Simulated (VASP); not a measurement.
# ZnSe (F-43m) in VASP: single point with PBEsol

Aim: the single point of ZnSe with PBEsol.

Program: VASP 6.6.1. These are calculated values, not measurements. Logs are shortened: lines on timing, memory, paths and dates and some standing lists are left out, and cuts for length are marked.

### 1 The cell of the first run

Symmetry: F-43m, No. 216, cubic system. The conventional cell has a = 5.633 Å, b = 5.633 Å, c = 5.633 Å, α = 90.00°, β = 90.00°, γ = 90.00°. Within 3.2 Å of Zn (site symmetry -43m) lie 4 Se at 2.44 Å. Within 3.2 Å of Se (site symmetry -43m) lie 4 Zn at 2.44 Å.

### 2 Single point, PBEsol

INCAR reads:

```
SYSTEM = ZnSe
PREC     = Accurate       ! precision mode
ENCUT    = 500            ! plane-wave cutoff, eV
EDIFF    = 1E-6           ! SCF threshold, eV
ISMEAR   = -4             ! smearing method
SIGMA    = 0.02           ! smearing width, eV
LREAL    = .False.        ! projectors in reciprocal space
LASPH    = .True.         ! aspherical terms in the spheres
NELM     = 120            ! most SCF steps
ALGO     = Normal         ! electronic algorithm
ISIF     = 2              ! what is computed and relaxed
LWAVE    = .False.        ! write WAVECAR
LCHARG   = .True.         ! write CHGCAR
GGA      = PS             ! functional
LELF     = .True.         ! ELF
LVHAR    = .True.       
NBANDS   = 16             ! bands
GGA_COMPAT= .False.
```

KPOINTS reads:

```
Automatic mesh
0
Gamma
  8 8 8
  0 0 0
```

POSCAR reads:

```
ZnSe
1.0
    0.0000000000      2.8166236567      2.8166236567
    2.8166236567      0.0000000000      2.8166236567
    2.8166236567      2.8166236567      0.0000000000
Zn Se
1 1
Direct
    0.0000000000      0.0000000000      0.0000000000
    0.7500000000      0.7500000000      0.7500000000
```

Potentials or basis: VASP PAW PBE potentials, release 64 (Zn, Se).

Run with:

```sh
> cat potpaw_PBE.64/Zn/POTCAR potpaw_PBE.64/Se/POTCAR > POTCAR
> mpirun -np 1 vasp_std > vasp.out
```

OUTCAR:

```text
SYSTEM = ZnSe
   PREC = Accurate
   ENCUT = 500
   EDIFF = 1E-6
   ISMEAR = -4
   LREAL = .False.
   LASPH = .True.
   NELM = 120
   ISIF = 2
   GGA = PS

 ion  position               nearest neighbor table
   1  0.000  0.000  0.000-   2 2.44   2 2.44   2 2.44   2 2.44
   2  0.750  0.750  0.750-   1 2.44   1 2.44   1 2.44   1 2.44

  LATTYP: Found a face centered cubic cell.
 ALAT       =     5.6332473134

  Lattice vectors:

 A1 = (   0.0000000000,   2.8166236567,   2.8166236567)
 A2 = (   2.8166236567,   0.0000000000,   2.8166236567)
 A3 = (   2.8166236567,   2.8166236567,   0.0000000000)

Analysis of symmetry for initial positions (statically):
=====================================================================
 Subroutine PRICEL returns:
 Original cell was already a primitive cell.

 Routine SETGRP: Setting up the symmetry group for a
 face centered cubic supercell.

 Subroutine GETGRP returns: Found 24 space group operations
 (whereof 24 operations were pure point group operations)
 out of a pool of 48 trial point group operations.

The static configuration has the point symmetry T_d .

Analysis of symmetry for dynamics (positions and initial velocities):
=====================================================================
 Subroutine PRICEL returns:
 Original cell was already a primitive cell.

 Routine SETGRP: Setting up the symmetry group for a
 face centered cubic supercell.

 Subroutine GETGRP returns: Found 24 space group operations
 (whereof 24 operations were pure point group operations)
 out of a pool of 48 trial point group operations.

The dynamic configuration has the point symmetry T_d .

 Subroutine INISYM returns: Found 24 space group operations
 (whereof 24 operations are pure point group operations),
 and found     1 'primitive' translations

----------------------------------------------------------------------------------------

                                     Primitive cell

  volume of cell :      44.6906

  direct lattice vectors                    reciprocal lattice vectors
     0.000000000  2.816623657  2.816623657    -0.177517504  0.177517504  0.177517504
     2.816623657  0.000000000  2.816623657     0.177517504 -0.177517504  0.177517504
     2.816623657  2.816623657  0.000000000     0.177517504  0.177517504 -0.177517504

  length of vectors
     3.983307375  3.983307375  3.983307375     0.307469335  0.307469335  0.307469335

  position of ions in fractional coordinates (direct lattice)
     0.000000000  0.000000000  0.000000000
     0.750000000  0.750000000  0.750000000

  ion indices of the primitive-cell ions
   primitive index   ion index
                 1           1
                 2           2

----------------------------------------------------------------------------------------

 KPOINTS: Automatic mesh

Automatic generation of k-mesh.
 Grid dimensions read from file:
 generate k-points for:    8    8    8

 Generating k-lattice:

  Cartesian coordinates                     Fractional coordinates (reciprocal lattice)
    -0.022189688  0.022189688  0.022189688     0.125000000  0.000000000  0.000000000
     0.022189688 -0.022189688  0.022189688     0.000000000  0.125000000  0.000000000
     0.022189688  0.022189688 -0.022189688     0.000000000  0.000000000  0.125000000

  Length of vectors
     0.038433667  0.038433667  0.038433667

  Shift w.r.t. Gamma in fractional coordinates (k-lattice)
     0.000000000  0.000000000  0.000000000

 TETIRR: Found     76 inequivalent tetrahedra from     3072

 Subroutine IBZKPT returns following result:
 ===========================================

 Found     29 irreducible k-points:

 Following reciprocal coordinates:
            Coordinates               Weight
  0.000000  0.000000  0.000000      1.000000
  0.125000  0.000000  0.000000      8.000000
  0.250000  0.000000  0.000000      8.000000
  0.375000  0.000000  0.000000      8.000000
  0.500000  0.000000  0.000000      4.000000
  0.125000  0.125000  0.000000      6.000000
[... 16 lines left out ...]
  0.500000  0.250000  0.125000     48.000000
 -0.375000  0.250000  0.125000     24.000000
 [... further k-points ...]
   k-points           NKPTS =     29   k-points in BZ     NKDIM =     29   number of bands    NBANDS=     16
   number of dos      NEDOS =    301   number of ions     NIONS =      2
   total plane-waves  NPLWV =  27000
   dimension x,y,z NGX =    30 NGY =   30 NGZ =   30
   dimension x,y,z NGXF=    60 NGYF=   60 NGZF=   60
   ions per type =               1   1
   NGX,Y,Z   is equivalent  to a cutoff of  12.52, 12.52, 12.52 a.u.
   NGXF,Y,Z  is equivalent  to a cutoff of  25.04, 25.04, 25.04 a.u.
 SYSTEM =  ZnSe
   PREC   = accura    normal or accurate (medium, high low for compatibility)
   ISTART =      0    job   : 0-new  1-cont  2-samecut
   ICHARG =      2    charge: 1-file 2-atom 10-const
   ISPIN  =      1    spin polarized calculation?
   LNONCOLLINEAR =      F non collinear calculations
   LSORBIT =      F    spin-orbit coupling
   LASPH  =      T    aspherical Exc in radial PAW
   ENCUT  =  500.0 eV  36.75 Ry    6.06 a.u.   7.26  7.26  7.26*2*pi/ulx,y,z
   NELM   =    120;   NELMIN=  2; NELMDL= -5     # of ELM steps
   EDIFF  = 0.1E-05   stopping-criterion for ELM
   LREAL  =      F    real-space projection
   EDIFFG = 0.1E-04   stopping-criterion for IOM
   NSW    =      0    number of steps for IOM
   IBRION =     -1    ionic relax: 0-MD 1-quasi-New 2-CG
   NFREE  =      0    steps in history (QN), initial steepest desc. (CG)
   ISIF   =      2    stress and relaxation
   ISYM   =      2    0-nonsym 1-usesym 2-fastsym
   POTIM  = 0.5000    time-step for ionic-motion
   TEBEG  =    0.0;   TEEND  =   0.0 temperature during run
   PSTRESS=    0.0 pullay stress
   NELECT =      18.0000    total number of electrons
   NUPDOWN=      -1.0000    fix difference up-down
   EMIN   =  10.00;   EMAX   =-10.00  energy-range for DOS
   EFERMI =   0.00;   METHOD = LEGACY
   ISMEAR =    -4;   SIGMA  =   0.02  broadening in eV -4-tet -1-fermi 0-gaus
   EFERMI_NEDOS =   21; number of points for ismear=-14 and -15
   IALGO  =     38    algorithm
   IMIX   =      4    mixing-type and parameters
     AMIX     =   0.40;   BMIX     =  1.00
     AMIX_MAG =   1.60;   BMIX_MAG =  1.00
  volume/ion in A,a.u.               =      22.35       150.79
  Fermi-wavevector in a.u.,A,eV,Ry     =   1.209002  2.284682 19.887427  1.461685
  Thomas-Fermi vector in A             =   2.344592
   LORBIT       =      0    0 simple, 1 ext, 2 COOP (PROOUT), +10 PAW based schemes
   GGA     = PS    functional components
   LHFCALC =     F    Hartree Fock is set to
   AEXX    =    0.0000 exact exchange contribution
   IVDW    =     0    specifies the selected vdW correction
   LEPSILON=     F    determine dielectric tensor
   LRPA    =     F    only Hartree local field effects (RPA)
 non-spin polarized calculation
 Fermi weights with tetrahedron method witout Bloechl corrections
  energy-cutoff  :      500.00
  volume of cell :       44.69
 maximum number of plane-waves:      1158
 NGX is ok and might be reduce to    30
   NGX = 15   NGY = 15   NGZ = 15

 number of electron      17.9999998 magnetization

 Free energy of the ion-electron system (eV)
  ---------------------------------------------------
  ext. energy  EPLUGINS =         0.00000000
  ---------------------------------------------------
  free energy    TOTEN  =        -6.77302386 eV

  energy without entropy =       -6.77302386  energy(sigma->0) =       -6.77302386

 E-fermi :   1.6700     XC(G=0):  -9.6095

 val. band max:        1.6460287229   @ k =   0.0000   0.0000   0.0000
 cond. band min:       2.8893536555   @ k =   0.0000   0.0000   0.0000
 fundamental gap:      1.2433249326
 Fermi energy:         1.6700379904

 k-point     1 :       0.0000    0.0000    0.0000
  band No.  band energies     occupation
      1     -11.7594      2.00000
      2      -4.9791      2.00000
      3      -4.9791      2.00000
      4      -4.9791      2.00000
      5      -4.5907      2.00000
      6      -4.5907      2.00000
[... 8 lines left out ...]
     15      13.1124      0.00000
     16      13.1124      0.00000

 k-point     2 :       0.1250    0.0000    0.0000
  band No.  band energies     occupation
      1     -11.6542      2.00000
      2      -4.9746      2.00000
      3      -4.9625      2.00000
      4      -4.9625      2.00000
      5      -4.5923      2.00000
      6      -4.5923      2.00000
[... 8 lines left out ...]
     15      12.2754      0.00000
     16      12.3360      0.00000

 k-point     3 :       0.2500    0.0000    0.0000
  band No.  band energies     occupation
      1     -11.3803      2.00000
      2      -4.9261      2.00000
      3      -4.9261      2.00000
      4      -4.9244      2.00000
      5      -4.5908      2.00000
      6      -4.5908      2.00000
[... 8 lines left out ...]
     15      12.0314      0.00000
     16      12.2042      0.00000

 k-point     4 :       0.3750    0.0000    0.0000
  band No.  band energies     occupation
      1     -11.0711      2.00000
      2      -4.8971      2.00000
      3      -4.8971      2.00000
      4      -4.7286      2.00000
      5      -4.5795      2.00000
      6      -4.5795      2.00000
[... 8 lines left out ...]
     15      13.1774      0.00000
     16      13.1774      0.00000

 k-point     5 :       0.5000    0.0000    0.0000
  band No.  band energies     occupation
      1     -10.9298      2.00000
      2      -4.8878      2.00000
      3      -4.8878      2.00000
      4      -4.5713      2.00000
      5      -4.5713      2.00000
      6      -4.4261      2.00000
[... 8 lines left out ...]
     15      14.7696      0.00000
     16      14.7696      0.00000

 k-point     6 :       0.1250    0.1250    0.0000
  band No.  band energies     occupation
      1     -11.6191      2.00000
      2      -4.9908      2.00000
      3      -4.9480      2.00000
      4      -4.9480      2.00000
      5      -4.6030      2.00000
      6      -4.5832      2.00000
[... 8 lines left out ...]
     15      12.8054      0.00000
     16      13.3358      0.00000
[... 267 lines left out ...]
 k-point    21 :       0.5000    0.5000    0.0000
  band No.  band energies     occupation
      1     -10.6478      2.00000
      2      -4.9670      2.00000
      3      -4.7132      2.00000
      4      -4.7132      2.00000
      5      -4.5395      2.00000
      6      -4.4070      2.00000
[... 8 lines left out ...]
     15      15.6325      0.00000
     16      16.0975      0.00000

 k-point    22 :       0.3750    0.2500    0.1250
  band No.  band energies     occupation
      1     -11.1656      2.00000
      2      -4.9444      2.00000
      3      -4.8732      2.00000
      4      -4.8477      2.00000
      5      -4.6069      2.00000
      6      -4.5646      2.00000
[... 8 lines left out ...]
     15      13.8966      0.00000
     16      15.0573      0.00000

 k-point    23 :       0.5000    0.2500    0.1250
  band No.  band energies     occupation
      1     -10.9070      2.00000
      2      -4.8837      2.00000
      3      -4.8482      2.00000
      4      -4.7184      2.00000
      5      -4.5786      2.00000
      6      -4.5271      2.00000
[... 8 lines left out ...]
     15      14.2181      0.00000
     16      15.2858      0.00000

 k-point    24 :      -0.3750    0.2500    0.1250
  band No.  band energies     occupation
      1     -10.7915      2.00000
      2      -4.8741      2.00000
      3      -4.8326      2.00000
      4      -4.6275      2.00000
      5      -4.5839      2.00000
      6      -4.3727      2.00000
[... 8 lines left out ...]
     15      14.3333      0.00000
     16      15.1858      0.00000

 [... further k-points ...]

------------------------ aborting loop because EDIFF is reached ----------------------------------------

  FORCE on cell =-STRESS in cart. coord.  units (eV):
  Direction    XX          YY          ZZ          XY          YZ          ZX
  --------------------------------------------------------------------------------------
  -------------------------------------------------------------------------------------
  Total        0.0752964      0.0752964      0.0752964      0.0000000      0.0000000      0.0000000
  in kB        2.6994067      2.6994067      2.6994067      0.0000000      0.0000000      0.0000000
  external PRESSURE =       2.6994067 kB  Pullay stress =       0.0000000 kB

 VOLUME and BASIS-vectors are now :
 -----------------------------------------------------------------------------
  energy-cutoff  :      500.00
  volume of cell :       44.69
      direct lattice vectors                 reciprocal lattice vectors
     0.000000000  2.816623657  2.816623657    -0.177517504  0.177517504  0.177517504
     2.816623657  0.000000000  2.816623657     0.177517504 -0.177517504  0.177517504
     2.816623657  2.816623657  0.000000000     0.177517504  0.177517504 -0.177517504

 POSITION                                       TOTAL-FORCE (eV/Angst)
 -----------------------------------------------------------------------------------
      0.00000      0.00000      0.00000         0.000000      0.000000      0.000000
      4.22494      4.22494      4.22494        -0.000000     -0.000000     -0.000000
 -----------------------------------------------------------------------------------
    total drift:                                0.000000      0.000000     -0.000000

  FREE ENERGIE OF THE ION-ELECTRON SYSTEM (eV)
  ---------------------------------------------------
  free  energy   TOTEN  =        -6.7730238572 eV

  energy  without entropy=       -6.7730238572  energy(sigma->0) =       -6.77302386
```

Wall time 23 s (1 thread of Intel Xeon 6975P-C, shared host); peak memory 0.17 GiB.

Results:

| Property | Result |
| --- | --- |
| Free energy | -6.7730 eV |
| Pressure | 0.3 GPa |
| Band gap on the k mesh | 1.24 eV, direct |

Caveat: the PAW data sets were made with another functional, which shifts forces and pressure a little.
